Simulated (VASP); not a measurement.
CdSe, 2 atoms in the cell. Symmetry: Pm-3m, No. 221, cubic system. Conventional cell: a = 3.557 Å, b = 3.557 Å, c = 3.557 Å, α = 90.00°, β = 90.00°, γ = 90.00°. Cd (site symmetry m-3m) has 8 Se at 3.08 Å and 6 Cd at 3.56 Å within 4.1 Å. Within 4.1 Å of Se (site symmetry m-3m) lie 8 Cd at 3.08 Å and 6 Se at 3.56 Å. 

| Quantity | Value |
| --- | --- |
| Program | VASP 6.6.1 |
| Task | single point |
| Functional | PBE |
| Potentials or basis | VASP PAW PBE potentials, release 64 (Cd, Se) |
| Cutoff | 500 eV |
| k mesh | 8 × 8 × 8 |
| Occupations | gaussian, width 0.011 eV |
| Spin | no spin polarisation |
| Dipole correction | no |
| Further INCAR settings | ALGO = Normal; EDIFF = 1e-06; NBANDS = 16 |

Potentials or basis: VASP PAW PBE potentials, release 64 (Cd, Se).

Run with:

```bash
$ cat potpaw_PBE.64/Cd/POTCAR potpaw_PBE.64/Se/POTCAR > POTCAR
$ mpirun -np 1 vasp_std > vasp.out
```

Hardware: 1 thread of Intel Xeon 8259CL, with other jobs on the host.

Problem. Estimate the wall time of this run.

Solution. It took 58 s on 1 thread of Intel Xeon 8259CL (shared host), peak memory 0.17 GiB. Counts: scf iterations 14, k points 35.
